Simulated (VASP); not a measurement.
Runs of VASP 6.6.1 on PbS. The structure is that of space group I4/mmm (No. 139), or close to it. The cells are those of the table. 

```tsv
cell	gap on the mesh (eV)	pressure (GPa)
a = 4.226, b = 4.226, c = 4.319 Å, angles 59.3, 59.3, 61.5°, 2 atoms	(c)	-0.9
a = 4.131, b = 4.131, c = 4.193 Å, angles 59.5, 59.5, 61.0°, 2 atoms	0.46	3.6
a = 4.163, b = 4.163, c = 4.256 Å, angles 59.3, 59.3, 61.5°, 2 atoms	0.55	(b)
a = 4.195, b = 4.195, c = 4.319 Å, angles 59.0, 59.0, 62.0°, 2 atoms	0.62	(a)
a = 4.257, b = 4.257, c = 4.319 Å, angles 59.5, 59.5, 61.0°, 2 atoms	0.80	-1.9
a = 4.194, b = 4.194, c = 4.256 Å, angles 59.5, 59.5, 61.0°, 2 atoms	0.65	0.6
```

Alike in all rows: task single point; level r2SCAN; potentials or basis VASP PAW PBE potentials, release 64 (Pb_d, S); no spin polarisation; k mesh 8 × 8 × 8; cutoff (eV) 520; smearing gaussian 0.05 eV.

Task: Fill in the values left out.

Result: (a) 0.2; (b) 1.7; (c) 0.72.

Caveats: the PAW data sets were made with another functional, which shifts forces and pressure a little; spin-orbit coupling is left out, which moves the levels of the heavy elements; the cell stands under pressure (at least some runs).

A k mesh can miss the band edges, and the runs leave out spin-orbit coupling on Pb.
